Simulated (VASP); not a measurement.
# Cs8HCl8 (a cell with a defect) in VASP: relaxation of the atoms with PBE+D3(BJ)

Aim: the relaxation of the atoms of Cs8HCl8 (a cell with a defect) with PBE+D3(BJ).

All numbers are computed with VASP 6.6.1; they aren't measurements. Logs are shortened: lines on timing, memory, paths and dates and some standing lists are left out, and cuts for length are marked.

**1. The cell of the first run**

The cell holds a defect, 17 atoms: a = 8.287 Å, b = 8.287 Å, c = 8.287 Å, α = 90.00°, β = 90.00°, γ = 90.00°.

**2. Relaxation of the atoms, PBE+D3(BJ), collinear spin**

File INCAR:

```
SYSTEM = Cs8HCl8
  PREC = Accurate
  ENCUT = 450
  EDIFF = 1E-7
  ISMEAR = -1
  SIGMA = 0.05
  LREAL = .False.
  LASPH = .True.
  NELM = 200
  ALGO = Normal
  ISIF = 2
  LWAVE = .False.
  LCHARG = .False.
  ISPIN = 2
  MAGMOM = 0 0 0 0 0 0 0 0 0 0 0 0 0 0 0 0 1
  LORBIT = 11
  GGA = PE
  IVDW = 12
  IBRION = 2
  NSW = 45
  EDIFFG = -0.08
  GGA_COMPAT = .False.
  NELMIN = 4
```

File KPOINTS:

```
Automatic mesh
0
Gamma
  1 1 1
  0 0 0
```

File POSCAR:

```
Cs8HCl8
1.0
    8.2873970000      0.0000000000      0.0000000000
    0.0000000000      8.2873970000      0.0000000000
    0.0000000000      0.0000000000      8.2873970000
Cs Cl H
8 8 1
Direct
    0.0000000000      0.0000000000      0.0000000000
    0.0000000000      0.0000000000      0.5000000000
    0.0000000000      0.5000000000      0.0000000000
    0.0000000000      0.5000000000      0.5000000000
    0.5000000000      0.0000000000      0.0000000000
    0.5000000000      0.0000000000      0.5000000000
    0.5000000000      0.5000000000      0.0000000000
    0.5000000000      0.5000000000      0.5000000000
    0.2500000000      0.2500000000      0.2500000000
    0.2500000000      0.2500000000      0.7500000000
    0.2500000000      0.7500000000      0.2500000000
    0.2500000000      0.7500000000      0.7500000000
    0.7500000000      0.2500000000      0.2500000000
    0.7500000000      0.2500000000      0.7500000000
    0.7500000000      0.7500000000      0.2500000000
    0.7500000000      0.7500000000      0.7500000000
    0.3685908000      0.7474907000      0.4949803000
```

Potentials or basis: VASP PAW PBE potentials, release 64 (Cs_sv, Cl, H).

Run with:

```bash
$ cat potpaw_PBE.64/Cs_sv/POTCAR potpaw_PBE.64/Cl/POTCAR potpaw_PBE.64/H/POTCAR > POTCAR
$ mpirun -np 1 vasp_gam > vasp.out
```

OUTCAR:

```text
SYSTEM = Cs8HCl8
   PREC = Accurate
   ENCUT = 450
   EDIFF = 1E-7
   ISMEAR = -1
   LREAL = .False.
   LASPH = .True.
   NELM = 200
   ISIF = 2
   ISPIN = 2
   LORBIT = 11
   GGA = PE
   IVDW = 12
   IBRION = 2
   NSW = 45
   EDIFFG = -0.08
   NELMIN = 4
 IVDW          = 12

 ion  position               nearest neighbor table
   1  0.000  0.000  0.000-
   2  0.000  0.000  0.500-
   3  0.000  0.500  0.000-
   4  0.000  0.500  0.500-
   5  0.500  0.000  0.000-
   6  0.500  0.000  0.500-
[... 9 lines left out ...]
  16  0.750  0.750  0.750-
  17  0.369  0.747  0.495-

  LATTYP: Found a simple cubic cell.
 ALAT       =     8.2873970000

  Lattice vectors:

 A1 = (   8.2873970000,   0.0000000000,   0.0000000000)
 A2 = (   0.0000000000,   8.2873970000,   0.0000000000)
 A3 = (   0.0000000000,   0.0000000000,   8.2873970000)

Analysis of symmetry for initial positions (statically):
=====================================================================
 Subroutine PRICEL returns:
 Original cell was already a primitive cell.

 Routine SETGRP: Setting up the symmetry group for a
 simple cubic supercell.

 Subroutine GETGRP returns: Found  1 space group operations
 (whereof  1 operations were pure point group operations)
 out of a pool of 48 trial point group operations.

The static configuration has the point symmetry C_1 .

Analysis of symmetry for dynamics (positions and initial velocities):
=====================================================================
 Subroutine PRICEL returns:
 Original cell was already a primitive cell.

 Routine SETGRP: Setting up the symmetry group for a
 simple cubic supercell.

 Subroutine GETGRP returns: Found  1 space group operations
 (whereof  1 operations were pure point group operations)
 out of a pool of 48 trial point group operations.

The dynamic configuration has the point symmetry C_1 .

Analysis of structural, dynamic, and magnetic symmetry:
=====================================================================
 Subroutine PRICEL returns:
 Original cell was already a primitive cell.

[... 133 lines left out ...]
     AMIX_MAG =   1.60;   BMIX_MAG =  1.00
  volume/ion in A,a.u.               =      33.48       225.94
  Fermi-wavevector in a.u.,A,eV,Ry     =   0.998129  1.886190 13.554955  0.996261
  Thomas-Fermi vector in A             =   2.130332
   LORBIT       =     11    0 simple, 1 ext, 2 COOP (PROOUT), +10 PAW based schemes
   GGA     = PE    functional components
   LHFCALC =     F    Hartree Fock is set to
   AEXX    =    0.0000 exact exchange contribution
   IVDW    =    12    specifies the selected vdW correction
   LEPSILON=     F    determine dielectric tensor
   LRPA    =     F    only Hartree local field effects (RPA)
 conjugate gradient relaxation of ions
 spin polarized calculation
  energy-cutoff  :      450.00
  volume of cell :      569.19
 maximum number of plane-waves:      6147
 NGX is ok and might be reduce to    60
   NGX = 29   NGY = 29   NGZ = 29

--------------------------------------- Ionic step        1  -------------------------------------------

 number of electron     128.9999975 magnetization       1.0000000

 Free energy of the ion-electron system (eV)
  ---------------------------------------------------
  ext. energy  EPLUGINS =         0.00000000
  ---------------------------------------------------
  free energy    TOTEN  =       -51.93936208 eV

  energy without entropy =      -51.93936206  energy(sigma->0) =      -51.93936207

------------------------ aborting loop because EDIFF is reached ----------------------------------------

 Edisp (eV)   -3.35671

 E8    (eV) :    -1.6789
[... 150 lines left out ...]
  FREE ENERGIE OF THE ION-ELECTRON SYSTEM (eV)
  ---------------------------------------------------
  free  energy   TOTEN  =       -55.5103049342 eV

  energy  without entropy=      -55.5103049150  energy(sigma->0) =      -55.51030492

[... ionic steps 4 to 11 ...]

--------------------------------------- Ionic step       12  -------------------------------------------

 number of electron     128.9999996 magnetization       0.9999999

------------------------ aborting loop because EDIFF is reached ----------------------------------------
[... 105 lines left out ...]
--------------------------------------- Ionic step       14  -------------------------------------------

 number of electron     128.9999993 magnetization       0.9999999

 Free energy of the ion-electron system (eV)
  ---------------------------------------------------
  ext. energy  EPLUGINS =         0.00000000
  ---------------------------------------------------
  free energy    TOTEN  =       -52.26499308 eV

  energy without entropy =      -52.26499305  energy(sigma->0) =      -52.26499306

 E-fermi :   2.1072     XC(G=0):  -8.2130

 val. band max:        1.2070066290   @ k =   0.0000   0.0000   0.0000
 cond. band min:       3.0073493322   @ k =   0.0000   0.0000   0.0000
 fundamental gap:      1.8003427032
 Fermi energy:         2.1072279148

 spin component 1

 k-point     1 :       0.0000    0.0000    0.0000
  band No.  band energies     occupation
      1     -19.7536      1.00000
      2     -19.6860      1.00000
      3     -19.6755      1.00000
      4     -19.6417      1.00000
      5     -19.6175      1.00000
      6     -19.5803      1.00000
[... 68 lines left out ...]
     75       6.0261      0.00000
     76       6.0380      0.00000
 Fermi energy:         2.1072279148

 spin component 2

 k-point     1 :       0.0000    0.0000    0.0000
  band No.  band energies     occupation
      1     -19.7500      1.00000
      2     -19.6840      1.00000
      3     -19.6727      1.00000
      4     -19.6358      1.00000
      5     -19.6156      1.00000
      6     -19.5773      1.00000
[... 68 lines left out ...]
     75       6.0494      0.00000
     76       6.0530      0.00000
 [bands above 76 left out]

------------------------ aborting loop because EDIFF is reached ----------------------------------------

 Edisp (eV)   -3.35593

 E8    (eV) :    -1.6786
[... 40 lines left out ...]
  FREE ENERGIE OF THE ION-ELECTRON SYSTEM (eV)
  ---------------------------------------------------
  free  energy   TOTEN  =       -55.6209255556 eV

  energy  without entropy=      -55.6209255268  energy(sigma->0) =      -55.62092554

 reached required accuracy - stopping structural energy minimisation

 total charge

# of ion       s       p       d       tot
------------------------------------------
    1        1.839   4.718   0.030   6.587
    2        1.838   4.718   0.029   6.584
    3        1.839   4.718   0.030   6.587
    4        1.838   4.718   0.029   6.584
    5        1.838   4.719   0.029   6.586
    6        1.839   4.715   0.033   6.587
[... 9 lines left out ...]
   16        1.588   3.565   0.000   5.152
   17        0.419   0.005   0.000   0.424
--------------------------------------------------
tot         27.847  66.208   0.242  94.296

 magnetization (x)

# of ion       s       p       d       tot
------------------------------------------
    1        0.001   0.001   0.002   0.003
    2        0.000   0.001   0.001   0.002
    3        0.001   0.001   0.002   0.003
    4        0.000   0.001   0.001   0.003
    5        0.000   0.000   0.001   0.001
    6        0.001   0.004   0.004   0.009
[... 9 lines left out ...]
   16        0.000   0.000   0.000   0.000
   17        0.290   0.001   0.000   0.290
--------------------------------------------------
tot          0.318   0.161   0.015   0.494
```

OSZICAR:

```text
N       E                     dE             d eps       ncg     rms          rms(c)
DAV:   1     0.139875051069E+04    0.13988E+04   -0.56547E+04   312   0.134E+03
DAV:   2     0.151345920385E+03   -0.12474E+04   -0.11915E+04   514   0.262E+02
[... 179 lines left out ...]
DAV:   6    -0.522649859172E+02   -0.31366E-04   -0.23501E-04   344   0.463E-02    0.446E-02
DAV:   7    -0.522649972776E+02   -0.11360E-04   -0.70735E-05   352   0.281E-02    0.186E-02
DAV:   8    -0.522649931921E+02    0.40855E-05   -0.28313E-05   352   0.172E-02    0.767E-03
DAV:   9    -0.522649932856E+02   -0.93584E-07   -0.61237E-06   360   0.686E-03    0.594E-03
DAV:  10    -0.522649930774E+02    0.20828E-06   -0.11142E-06   280   0.335E-03    0.255E-03
DAV:  11    -0.522649930785E+02   -0.11787E-08   -0.92100E-07   296   0.295E-03
  14 F= -.55620926E+02 E0= -.55620926E+02  d E =-.127323E-01  mag=     1.0000
```

It took 31 min on 1 thread of Intel Xeon Platinum 8375C at 2.90GHz (Ice Lake), shared host; peak memory 0.66 GiB.

What came out:

```yaml
Free_energy: -55.6209 eV
Energy_gained_by_relaxing: 19.1 meV/atom
Ionic_steps: 14
Pressure_after_relaxing: 1.0 GPa
Largest_force_after_relaxing: 0.056 eV/Å
Net_moment: 1.00 μB per cell
Site_moments: Cs +0.00, +0.01 (each value once); Cl -0.00, +0.11, +0.06, +0.00 (each value once); H +0.29 μB
Valence_electrons_inside_the_program's_atomic_spheres: Cs 6.59, 6.58 (each value once); Cl 5.15, 5.13, 5.14, 5.16 (each value once); H 0.42
Dispersion_energy_per_atom: -0.197 eV
```

Forces on the atoms (eV/Å):
```
Cs   0.002  0.002  0.002
Cs  -0.017  0.019  0.008
Cs   0.003 -0.002  0.002
Cs  -0.017 -0.020  0.008
Cs   0.009  0.014 -0.002
Cs  -0.032 -0.039  0.002
Cs   0.008 -0.015 -0.002
Cs  -0.033  0.039  0.002
Cl   0.017  0.000 -0.011
Cl   0.020  0.000  0.011
Cl   0.016  0.000 -0.005
Cl   0.015  0.000  0.015
Cl  -0.009  0.000  0.043
Cl  -0.010  0.000 -0.039
Cl   0.034  0.001 -0.035
Cl   0.035  0.001  0.037
H   -0.041  0.000 -0.038
```

Step by step:
```csv
step,energy change (eV),largest force (eV/Å),pressure (GPa)
1,0.0000,0.9399,1.09
2,-0.0853,0.6931,1.05
3,-0.2142,0.2141,0.99
4,-0.2195,0.1650,0.99
5,-0.2196,0.1588,1.00
6,-0.2288,0.1610,0.99
7,-0.2493,0.1689,0.98
8,-0.2567,0.1834,0.98
9,-0.2594,0.1792,0.98
10,-0.2721,0.1626,0.98
11,-0.3012,0.1075,0.97
12,-0.2988,0.1348,1.01
13,-0.3121,0.0819,0.98
14,-0.3249,0.0556,0.97
```

Final structure:
```cif
data_structure
_symmetry_space_group_name_H-M 'P 1'
_symmetry_Int_Tables_number 1
_cell_length_a 8.2874
_cell_length_b 8.2874
_cell_length_c 8.2874
_cell_angle_alpha 90.000
_cell_angle_beta 90.000
_cell_angle_gamma 90.000
_cell_volume 569.19
loop_
_atom_site_label
_atom_site_type_symbol
_atom_site_fract_x
_atom_site_fract_y
_atom_site_fract_z
_atom_site_occupancy
Cs1 Cs 0.99775 0.00119 0.99988 1
Cs2 Cs 0.01470 0.99746 0.50103 1
Cs3 Cs 0.99766 0.49856 0.99987 1
Cs4 Cs 0.01482 0.50257 0.50105 1
Cs5 Cs 0.50100 0.99991 0.99990 1
Cs6 Cs 0.52027 0.01062 0.50137 1
Cs7 Cs 0.50094 0.50012 0.99989 1
Cs8 Cs 0.52063 0.48871 0.50138 1
Cl1 Cl 0.25448 0.24996 0.25236 1
Cl2 Cl 0.25446 0.24996 0.74794 1
Cl3 Cl 0.24522 0.75002 0.23231 1
Cl4 Cl 0.24407 0.75002 0.77169 1
Cl5 Cl 0.75849 0.24976 0.24687 1
Cl6 Cl 0.75919 0.24975 0.75431 1
Cl7 Cl 0.74626 0.74972 0.25491 1
Cl8 Cl 0.74612 0.74971 0.74516 1
H1 H 0.29253 0.74946 0.48508 1
```

Caveat: the k points lie up to 0.76 Å⁻¹ apart; spin-orbit coupling is left out, which moves the levels of the heavy elements; the relaxation stopped at a loose force limit of 0.08 eV/Å, so its end isn't a converged minimum.
